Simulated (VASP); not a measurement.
# WS2 (P6_3/mmc) in VASP: further runs

Runs on WS2. Level: PBEsol. Tasks: single point.

Program: VASP 6.6.1. These are calculated values, not measurements. Logs are shortened: lines on timing, memory, paths and dates and some standing lists are left out, and cuts for length are marked.

## Step 1: The cell of the first run

The structure is hexagonal, space group P6_3/mmc (No. 194). The conventional cell has a = 3.146 Å, b = 3.146 Å, c = 12.959 Å, α = 90.00°, β = 90.00°, γ = 120.00°. W (site symmetry -6m2) has 6 S at 2.40 Å and 6 W at 3.15 Å within 3.2 Å. S (site symmetry 3m) has 3 W at 2.40 Å and 7 S at 3.14 to 3.15 Å within 3.2 Å.

## Step 2: Single point, PBEsol (strain along c alone, the other axes held: +2.0 %, then relaxed in part)

INCAR

```
PREC = Accurate
ENCUT = 520
EDIFF = 1E-7
ISMEAR = 0
SIGMA = 0.02
LREAL = F
LASPH = T
NELM = 100
ALGO = Normal
ISIF = 2
LWAVE = F
LCHARG = T
GGA = PS
LELF = T
LVHAR = T
NBANDS = 35
```

KPOINTS

```
Automatic mesh
0
Gamma
  12 12 2
```

POSCAR

```
WS2
1.0
    3.1460836903      0.0000000000      0.0000000000
   -1.5730418452      2.7245883983      0.0000000000
    0.0000000000      0.0000000000     12.9586982373
W S
2 4
Direct
    0.3333333333      0.6666666667      0.2500000000
    0.6666666667      0.3333333333      0.7500000000
    0.3333333333      0.6666666667      0.6290137468
    0.6666666667      0.3333333333      0.1290137468
    0.3333333333      0.6666666667      0.8709862532
    0.6666666667      0.3333333333      0.3709862532
```

Potentials or basis: VASP PAW PBE potentials, release 64 (W_sv, S).

On the command line:

```
$ cat potpaw_PBE.64/W_sv/POTCAR potpaw_PBE.64/S/POTCAR > POTCAR
$ mpirun -np 1 vasp_std > vasp.out
```

OUTCAR:

```text
PREC = Accurate
   ENCUT = 520
   EDIFF = 1E-7
   ISMEAR = 0
   LREAL = F
   LASPH = T
   NELM = 100
   ISIF = 2
   GGA = PS

 ion  position               nearest neighbor table
   1  0.333  0.667  0.250-   4 2.40   6 2.40   4 2.40   6 2.40   4 2.40   6 2.40
   2  0.667  0.333  0.750-   3 2.40   5 2.40   3 2.40   5 2.40   3 2.40   5 2.40
   3  0.333  0.667  0.629-   2 2.40   2 2.40   2 2.40
   4  0.667  0.333  0.129-   1 2.40   1 2.40   1 2.40
   5  0.333  0.667  0.871-   2 2.40   2 2.40   2 2.40
   6  0.667  0.333  0.371-   1 2.40   1 2.40   1 2.40

  LATTYP: Found a hexagonal cell.
 ALAT       =     3.1460836903
 C/A-ratio  =     4.1189934894

  Lattice vectors:

 A1 = (   3.1460836903,   0.0000000000,   0.0000000000)
 A2 = (  -1.5730418452,   2.7245883983,   0.0000000000)
 A3 = (   0.0000000000,   0.0000000000,  12.9586982373)

Analysis of symmetry for initial positions (statically):
=====================================================================
 Subroutine PRICEL returns:
 Original cell was already a primitive cell.

 Routine SETGRP: Setting up the symmetry group for a
 hexagonal supercell.

 Subroutine GETGRP returns: Found 24 space group operations
 (whereof 12 operations were pure point group operations)
 out of a pool of 24 trial point group operations.

The static configuration has the point symmetry D_3d.
 The point group associated with its full space group is D_6h.

Analysis of symmetry for dynamics (positions and initial velocities):
=====================================================================
 Subroutine PRICEL returns:
 Original cell was already a primitive cell.

 Routine SETGRP: Setting up the symmetry group for a
 hexagonal supercell.

 Subroutine GETGRP returns: Found 24 space group operations
 (whereof 12 operations were pure point group operations)
 out of a pool of 24 trial point group operations.

The dynamic configuration has the point symmetry D_3d.
 The point group associated with its full space group is D_6h.

 Subroutine INISYM returns: Found 24 space group operations
 (whereof 12 operations are pure point group operations),
 and found     1 'primitive' translations

----------------------------------------------------------------------------------------

                                     Primitive cell

  volume of cell :     111.0792

  direct lattice vectors                    reciprocal lattice vectors
     3.146083690  0.000000000  0.000000000     0.317855499  0.183513958  0.000000000
    -1.573041845  2.724588398  0.000000000     0.000000000  0.367027915  0.000000000
     0.000000000  0.000000000 12.958698237     0.000000000  0.000000000  0.077168245

  length of vectors
     3.146083690  3.146083690 12.958698237     0.367027915  0.367027915  0.077168245

  position of ions in fractional coordinates (direct lattice)
     0.333333333  0.666666667  0.250000000
     0.666666667  0.333333333  0.750000000
     0.333333333  0.666666667  0.629013747
     0.666666667  0.333333333  0.129013747
     0.333333333  0.666666667  0.870986253
     0.666666667  0.333333333  0.370986253

  ion indices of the primitive-cell ions
   primitive index   ion index
                 1           1
                 2           2
                 3           3
                 4           4
                 5           5
                 6           6

----------------------------------------------------------------------------------------

 KPOINTS: Automatic mesh

Automatic generation of k-mesh.
 Grid dimensions read from file:
 generate k-points for:   12   12    2

 Generating k-lattice:

  Cartesian coordinates                     Fractional coordinates (reciprocal lattice)
     0.026487958  0.015292830  0.000000000     0.083333333  0.000000000  0.000000000
     0.000000000  0.030585660  0.000000000     0.000000000  0.083333333  0.000000000
     0.000000000  0.000000000  0.038584122     0.000000000  0.000000000  0.500000000

  Length of vectors
     0.030585660  0.030585660  0.038584122

  Shift w.r.t. Gamma in fractional coordinates (k-lattice)
     0.000000000  0.000000000  0.000000000

 Subroutine IBZKPT returns following result:
 ===========================================

 Found     38 irreducible k-points:

 Following reciprocal coordinates:
            Coordinates               Weight
  0.000000  0.000000  0.000000      1.000000
  0.083333  0.000000  0.000000      6.000000
  0.166667 -0.000000  0.000000      6.000000
  0.250000  0.000000  0.000000      6.000000
  0.333333 -0.000000  0.000000      6.000000
  0.416667 -0.000000  0.000000      6.000000
[... 16 lines left out ...]
  0.250000  0.000000  0.500000      6.000000
  0.333333 -0.000000  0.500000      6.000000
 [... further k-points ...]
   k-points           NKPTS =     38   k-points in BZ     NKDIM =     38   number of bands    NBANDS=     35
   number of dos      NEDOS =    301   number of ions     NIONS =      6
   total plane-waves  NPLWV =  55296
   dimension x,y,z NGX =    24 NGY =   24 NGZ =   96
   dimension x,y,z NGXF=    48 NGYF=   48 NGZF=  192
   ions per type =               2   4
   NGX,Y,Z   is equivalent  to a cutoff of  12.68, 12.68, 12.32 a.u.
   NGXF,Y,Z  is equivalent  to a cutoff of  25.36, 25.36, 24.63 a.u.
 SYSTEM =  unknown system
   PREC   = accura    normal or accurate (medium, high low for compatibility)
   ISTART =      0    job   : 0-new  1-cont  2-samecut
   ICHARG =      2    charge: 1-file 2-atom 10-const
   ISPIN  =      1    spin polarized calculation?
   LNONCOLLINEAR =      F non collinear calculations
   LSORBIT =      F    spin-orbit coupling
   LASPH  =      T    aspherical Exc in radial PAW
   ENCUT  =  520.0 eV  38.22 Ry    6.18 a.u.   5.85  5.85 24.09*2*pi/ulx,y,z
   NELM   =    100;   NELMIN=  2; NELMDL= -5     # of ELM steps
   EDIFF  = 0.1E-06   stopping-criterion for ELM
   LREAL  =      F    real-space projection
   EDIFFG = 0.1E-05   stopping-criterion for IOM
   NSW    =      0    number of steps for IOM
   IBRION =     -1    ionic relax: 0-MD 1-quasi-New 2-CG
   NFREE  =      0    steps in history (QN), initial steepest desc. (CG)
   ISIF   =      2    stress and relaxation
   ISYM   =      2    0-nonsym 1-usesym 2-fastsym
   POTIM  = 0.5000    time-step for ionic-motion
   TEBEG  =    0.0;   TEEND  =   0.0 temperature during run
   PSTRESS=    0.0 pullay stress
   NELECT =      52.0000    total number of electrons
   NUPDOWN=      -1.0000    fix difference up-down
   EMIN   =  10.00;   EMAX   =-10.00  energy-range for DOS
   EFERMI =   0.00;   METHOD = LEGACY
   ISMEAR =     0;   SIGMA  =   0.02  broadening in eV -4-tet -1-fermi 0-gaus
   EFERMI_NEDOS =   21; number of points for ismear=-14 and -15
   IALGO  =     38    algorithm
   IMIX   =      4    mixing-type and parameters
     AMIX     =   0.40;   BMIX     =  1.00
     AMIX_MAG =   1.60;   BMIX_MAG =  1.00
  volume/ion in A,a.u.               =      18.51       124.93
  Fermi-wavevector in a.u.,A,eV,Ry     =   1.271155  2.402134 21.984762  1.615834
  Thomas-Fermi vector in A             =   2.404103
   LORBIT       =      0    0 simple, 1 ext, 2 COOP (PROOUT), +10 PAW based schemes
   GGA     = PS    functional components
   LHFCALC =     F    Hartree Fock is set to
   AEXX    =    0.0000 exact exchange contribution
   IVDW    =     0    specifies the selected vdW correction
   LEPSILON=     F    determine dielectric tensor
   LRPA    =     F    only Hartree local field effects (RPA)
 non-spin polarized calculation
 Gauss-broadening in eV      SIGMA  =   0.02
  energy-cutoff  :      520.00
  volume of cell :      111.08
 maximum number of plane-waves:      3016
 NGX is ok and might be reduce to    24
   NGX = 11   NGY = 11   NGZ = 49

 number of electron      51.9999995 magnetization

 Free energy of the ion-electron system (eV)
  ---------------------------------------------------
  ext. energy  EPLUGINS =         0.00000000
  ---------------------------------------------------
  free energy    TOTEN  =       -50.55201283 eV

  energy without entropy =      -50.55201283  energy(sigma->0) =      -50.55201283

 E-fermi :   6.8944     XC(G=0): -10.7899

 val. band max:        6.6438245689   @ k =   0.0000   0.0000   0.0000
 cond. band min:       7.8642991953   @ k =   0.1667   0.1667   0.0000
 fundamental gap:      1.2204746264
 Fermi energy:         6.8944211569

 k-point     1 :       0.0000    0.0000    0.0000
  band No.  band energies     occupation
      1     -67.7030      2.00000
      2     -67.7030      2.00000
      3     -31.9809      2.00000
      4     -31.9809      2.00000
      5     -31.7866      2.00000
      6     -31.7866      2.00000
[... 27 lines left out ...]
     34       9.4074      0.00000
     35      11.6058      0.00000

 k-point     2 :       0.0833    0.0000    0.0000
  band No.  band energies     occupation
      1     -67.7017      2.00000
      2     -67.7016      2.00000
      3     -31.9762      2.00000
      4     -31.9762      2.00000
      5     -31.8127      2.00000
      6     -31.8127      2.00000
[... 27 lines left out ...]
     34       9.4264      0.00000
     35      12.1059      0.00000

 k-point     3 :       0.1667   -0.0000    0.0000
  band No.  band energies     occupation
      1     -67.6980      2.00000
      2     -67.6980      2.00000
      3     -31.9633      2.00000
      4     -31.9633      2.00000
      5     -31.8835      2.00000
      6     -31.8835      2.00000
[... 27 lines left out ...]
     34       9.9577      0.00000
     35      13.1323      0.00000

 k-point     4 :       0.2500    0.0000    0.0000
  band No.  band energies     occupation
      1     -67.6930      2.00000
      2     -67.6930      2.00000
      3     -31.9788      2.00000
      4     -31.9788      2.00000
      5     -31.9456      2.00000
      6     -31.9455      2.00000
[... 27 lines left out ...]
     34      10.5092      0.00000
     35      13.4453      0.00000

 k-point     5 :       0.3333   -0.0000    0.0000
  band No.  band energies     occupation
      1     -67.6880      2.00000
      2     -67.6880      2.00000
      3     -32.0727      2.00000
      4     -32.0726      2.00000
      5     -31.9278      2.00000
      6     -31.9278      2.00000
[... 638 lines left out ...]
 k-point    22 :       0.1667   -0.0000    0.5000
  band No.  band energies     occupation
      1     -67.6980      2.00000
      2     -67.6980      2.00000
      3     -31.9633      2.00000
      4     -31.9633      2.00000
      5     -31.8835      2.00000
      6     -31.8835      2.00000
[... 27 lines left out ...]
     34       9.9232      0.00000
     35      13.3173      0.00000

 k-point    23 :       0.2500    0.0000    0.5000
  band No.  band energies     occupation
      1     -67.6930      2.00000
      2     -67.6930      2.00000
      3     -31.9788      2.00000
      4     -31.9788      2.00000
      5     -31.9456      2.00000
      6     -31.9456      2.00000
[... 27 lines left out ...]
     34      10.4407      0.00000
     35      13.4783      0.00000

 k-point    24 :       0.3333   -0.0000    0.5000
  band No.  band energies     occupation
      1     -67.6880      2.00000
      2     -67.6880      2.00000
      3     -32.0726      2.00000
      4     -32.0726      2.00000
      5     -31.9278      2.00000
      6     -31.9278      2.00000
[... 27 lines left out ...]
     34      10.8043      0.00000
     35      12.8265      0.00000

 [... further k-points ...]
[... 5 lines left out ...]
  --------------------------------------------------------------------------------------
  -------------------------------------------------------------------------------------
  Total        0.0446615      0.0446615     -0.0840545     -0.0000000      0.0000000      0.0000000
  in kB        0.6441868      0.6441868     -1.2123813     -0.0000000      0.0000000      0.0000000
  external PRESSURE =       0.0253308 kB  Pullay stress =       0.0000000 kB

 VOLUME and BASIS-vectors are now :
 -----------------------------------------------------------------------------
  energy-cutoff  :      520.00
  volume of cell :      111.08
      direct lattice vectors                 reciprocal lattice vectors
     3.146083690  0.000000000  0.000000000     0.317855499  0.183513958  0.000000000
    -1.573041845  2.724588398  0.000000000     0.000000000  0.367027915  0.000000000
     0.000000000  0.000000000 12.958698237     0.000000000  0.000000000  0.077168245

 POSITION                                       TOTAL-FORCE (eV/Angst)
 -----------------------------------------------------------------------------------
     -0.00000      1.81639      3.23967        -0.000000     -0.000000     -0.000000
      1.57304      0.90820      9.71902         0.000000      0.000000     -0.000000
     -0.00000      1.81639      8.15120        -0.000000      0.000000     -0.025188
      1.57304      0.90820      1.67185         0.000000     -0.000000     -0.025188
     -0.00000      1.81639     11.28685         0.000000     -0.000000      0.025188
      1.57304      0.90820      4.80750         0.000000     -0.000000      0.025188
 -----------------------------------------------------------------------------------
    total drift:                               -0.000000      0.000000     -0.000000

  FREE ENERGIE OF THE ION-ELECTRON SYSTEM (eV)
  ---------------------------------------------------
  free  energy   TOTEN  =       -50.5520128305 eV

  energy  without entropy=      -50.5520128305  energy(sigma->0) =      -50.55201283
```

Run time: 94 s. Hardware: 1 thread of Intel Xeon 6975P-C (Granite Rapids), shared host; peak memory 0.28 GiB.

Results:

```yaml
Free_energy: -50.5520 eV
Pressure: 0.0 GPa
Largest_force: 0.025 eV/Å
Band_gap_on_the_k_mesh: 1.22 eV, indirect (least direct gap 1.88 eV)
```

Forces in eV/Å, atoms in the order of the input:
```
W    0.000  0.000  0.000
W    0.000  0.000  0.000
S    0.000  0.000 -0.025
S    0.000  0.000 -0.025
S    0.000  0.000  0.025
S    0.000  0.000  0.025
```

Stress tensor (GPa, compression positive):
```
 0.06  0.00  0.00
 0.00  0.06  0.00
 0.00  0.00 -0.12
```

Levels at points of the mesh, in eV from the valence-band top:
```tsv
k point	band 24	band 25	band 26	band 27	band 28	band 29
(0.00, 0.00, 0.00)	-1.72	-1.02	0.00	2.54	2.54	2.55
(0.50, 0.00, 0.00)	-1.58	-1.47	-1.38	2.55	2.58	2.85
(0.00, 0.00, 0.50)	-2.01	-0.32	-0.32	2.54	2.54	2.54
(0.50, 0.00, 0.50)	-1.63	-1.42	-1.42	2.57	2.57	2.98
```

Caveat: the cell differs from its parent crystal (strain along c alone, the other axes held: +2.0 %, then relaxed in part); the PAW data sets were made with another functional, which shifts forces and pressure a little; spin-orbit coupling is left out, which moves the levels of the heavy elements; this functional lacks dispersion, which binds the layers, so the pressure and a relaxed spacing across them are unreliable.

## Step 3: Single point, PBEsol

INCAR

```
SYSTEM = WS2
PREC = Accurate
ENCUT = 520
EDIFF = 1E-7
ISMEAR = 0
SIGMA = 0.02
LREAL = .False.
LASPH = .True.
NELM = 80
ALGO = Normal
ISIF = 2
LWAVE = .False.
LCHARG = .False.
GGA = PS
NBANDS = 35
```

KPOINTS

```
Automatic mesh
0
Gamma
  12 12 2
  0 0 0
```

POSCAR is that of step 2.

Potentials or basis: VASP PAW PBE potentials, release 64 (W_sv, S).

On the command line:

```
$ cat potpaw_PBE.64/W_sv/POTCAR potpaw_PBE.64/S/POTCAR > POTCAR
$ mpirun -np 1 vasp_std > vasp.out
```

It took 82 s on 1 thread of Intel Xeon 6975P-C (Granite Rapids), shared host; peak memory 0.28 GiB.

The run converged. Its results:

```
Free energy            : -50.5520 eV
Pressure               : 0.0 GPa
Largest force          : 0.025 eV/Å
Band gap on the k mesh : 1.22 eV, indirect (least direct gap 1.88 eV)
```

Forces on the atoms (eV/Å):
```
W    0.000  0.000  0.000
W    0.000  0.000  0.000
S    0.000  0.000 -0.025
S    0.000  0.000 -0.025
S    0.000  0.000  0.025
S    0.000  0.000  0.025
```

Stress tensor (GPa, compression positive):
```
 0.06  0.00  0.00
 0.00  0.06  0.00
 0.00  0.00 -0.12
```

Levels at points of the mesh, in eV from the valence-band top:
```tsv
k point	band 24	band 25	band 26	band 27	band 28	band 29
(0.00, 0.00, 0.00)	-1.72	-1.02	0.00	2.54	2.54	2.55
(0.50, 0.00, 0.00)	-1.58	-1.47	-1.38	2.55	2.58	2.85
(0.00, 0.00, 0.50)	-2.01	-0.32	-0.32	2.54	2.54	2.54
(0.50, 0.00, 0.50)	-1.63	-1.42	-1.42	2.57	2.57	2.98
```

Caveat: the PAW data sets were made with another functional, which shifts forces and pressure a little; spin-orbit coupling is left out, which moves the levels of the heavy elements; this functional lacks dispersion, which binds the layers, so the pressure and a relaxed spacing across them are unreliable.
